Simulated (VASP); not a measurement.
A run of VASP 6.6.1 is set up as follows.

File INCAR:

```
PREC = Accurate ; ENCUT = 500
EDIFF = 1E-6 ; ISMEAR = 1
SIGMA = 0.084 ; LREAL = False
LASPH = True ; NELM = 200
ALGO = Normal ; ISIF = 2
LWAVE = False ; LCHARG = True
ISPIN = 2 ; MAGMOM = 0.51
LORBIT = 11 ; LMAXMIX = 4
GGA = RE ; LELF = True
LVHAR = True ; ISYM = 0
NBANDS = 16 ; GGA_COMPAT = False
```

The input KPOINTS:

```
regular mesh
0
Gamma
  2 4 5
```

The input POSCAR:

```
V
1.0
   -1.5130000000      1.5130000000      1.5130000000
    1.5130000000     -1.5130000000      1.5130000000
    1.5130000000      1.5130000000     -1.5130000000
V
1
Direct
    0.0000000000      0.0000000000      0.0000000000
```

Potentials or basis: VASP PAW PBE potentials, release 64 (V_sv).

The run is started by

```bash
$ cat potpaw_PBE.64/V_sv/POTCAR > POTCAR
$ mpirun -np 1 vasp_std > vasp.out
```

(1) Estimate the net moment.

(2) Estimate the pressure.

(3) Estimate the site moments.

## Answers

(1) 0.05 μB per cell.

(2) -10.8 GPa.

(3) V +0.04 μB.

Caveat: the k points lie up to 1.24 Å⁻¹ apart; the PAW data sets were made with another functional, which shifts forces and pressure a little.
